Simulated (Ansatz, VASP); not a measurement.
**Gd: VASP beside Ansatz**

Contents of INCAR:

```
PREC = Accurate
ENCUT = 520
EDIFF = 1E-6
ISMEAR = -1
SIGMA = 0.05
LREAL = False
LASPH = True
NELM = 150
ALGO = Normal
ISIF = 2
LWAVE = False
LCHARG = False
ISPIN = 2
MAGMOM = 8.4 8.4
LORBIT = 11
LMAXMIX = 6
GGA = PE
NBANDS = 29
```

File KPOINTS:

```
regular mesh
0
Gamma
  10 10 5
```

File POSCAR:

```
Gd
1.0
    3.6360000000      0.0000000000      0.0000000000
   -1.8180000000      3.1488680000      0.0000000000
    0.0000000000      0.0000000000      5.7826000000
Gd
2
Direct
    0.3333333333      0.6666666667      0.2500000000
    0.6666666667      0.3333333333      0.7500000000
```

Input for Ansatz:

```yaml
crystal:
  lattice:
    - [3.636, 0.0, 0.0]
    - [-1.818, 3.148868, 0.0]
    - [0.0, 0.0, 5.7826]
  atoms:
    - { symbol: Gd, position: [0.3333333333333333, 0.6666666666666666, 0.25], spin: 8.4 }
    - { symbol: Gd, position: [0.6666666666666666, 0.3333333333333333, 0.75], spin: 8.4 }
basis:
  ecutwfc: 470.0
kpoints:
  mp_grid:
    grid: [10, 10, 5]
magnetization:
  spin_polarized: true
scf:
  occupations:
    method: fermi_dirac
    width: 0.05
output:
  eigenvalues: true
```

Alike in both runs: task single point; functional PBE; k mesh 10 × 10 × 5; occupations fermi-dirac, width 0.05 eV; collinear spin.

|  | VASP | Ansatz |
| --- | --- | --- |
| version | VASP 6.6.1 | Ansatz 0.2.0 |
| potentials or method | VASP PAW PBE potentials, release 64 (Gd), cutoff 520 eV | plane waves, PAW |
| valence electrons in the cell | 36 | 36 |

VASP gave:

* gap on the k mesh at the Fermi level (eV): none
* net moment per atom (μB): 7.66
* size of the moment on the site where the two differ most (μB): 7.00

What did Ansatz give for the same quantities?

gap on the k mesh at the Fermi level (eV): none; net moment per atom (μB): 7.65; size of the moment on the site where the two differ most (μB): 7.36.

Site moments also hang on the region over which each program counts them. A gap of «none» marks a metal or a gap that the smearing closes. Ansatz's warnings: given moment on shells.

Neither program's run includes spin-orbit coupling.
